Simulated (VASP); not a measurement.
BN: single point with r2SCAN

The system is BN.

```xyz
12
Lattice="1.8048 -1.8048 0.0000 1.8048 0.0000 -1.8048 9.8173 9.8173 9.8173" Properties=species:S:1:pos:R:3 pbc="T T T"
B     4.6622    1.0526    2.8574
B     2.8574    1.0526    1.0526
B     6.4670    2.8574    2.8574
B    10.0766    4.6622    4.6622
B     6.4670    4.6622    4.6622
B     2.8574   -0.7522   -0.7522
N     5.5646    1.9550    1.9550
N     1.9550    1.9550    1.9550
N     5.5646    3.7598    3.7598
N     9.1742    5.5646    5.5646
N     5.5646    5.5646    5.5646
N     1.9550    0.1502    0.1502
```

This cell differs from its parent crystal: the distance across one plane changed.

| Quantity | Value |
| --- | --- |
| Program | VASP 6.6.1 |
| Task | single point |
| Functional | r2SCAN |
| Potentials or basis | VASP PAW PBE potentials, release 64 (B, N) |
| Cutoff | 520 eV |
| k mesh | 10 × 10 × 2 |
| Occupations | gaussian, width 0.05 eV |
| Spin | no spin polarisation |

```
Pressure               : -1.8 GPa
Largest force          : 3.391 eV/Å
Band gap on the k mesh : zero (bands 24 and 25 overlap by 0.45 eV)
```

Forces in eV/Å, atoms in the order of the input:
```
B    0.336  0.336  0.336
B    0.492  0.492  0.492
B    0.357  0.357  0.357
B    1.958  1.958  1.958
B    0.489  0.489  0.489
B    0.344  0.344  0.344
N   -0.342 -0.342 -0.342
N   -0.316 -0.316 -0.316
N   -0.390 -0.390 -0.390
N   -1.401 -1.401 -1.401
N   -0.810 -0.810 -0.810
N   -0.717 -0.717 -0.717
```

Stress tensor (GPa, compression positive):
```
-1.78  2.24  2.24
 2.24 -1.78  2.24
 2.24  2.24 -1.78
```

Levels at points of the mesh, in eV from the Fermi level:
| k point | band 21 | band 22 | band 23 | band 24 | band 25 | band 26 | band 27 | band 28 |
| --- | --- | --- | --- | --- | --- | --- | --- | --- |
| (0.00, 0.00, 0.00) | -1.71 | -0.45 | -0.28 | 0.36 | 0.36 | 6.36 | 7.09 | 7.09 |
| (0.50, 0.00, 0.00) | -4.27 | -4.12 | -2.16 | -0.05 | 0.07 | 3.40 | 4.74 | 5.94 |
| (0.00, 0.00, 0.50) | -1.71 | -0.52 | -0.21 | 0.36 | 0.36 | 6.34 | 7.09 | 7.09 |
| (0.50, 0.00, 0.50) | -4.27 | -4.12 | -2.16 | -0.05 | 0.07 | 3.40 | 4.74 | 5.94 |

It took 10 min on 1 thread of AMD EPYC 9R45 96-Core Processor (Zen 5), with other jobs on the host, peak memory 0.22 GiB.

Caveat: the cell differs from its parent crystal (the distance across one plane changed); the PAW data sets were made with another functional, which shifts forces and pressure a little.
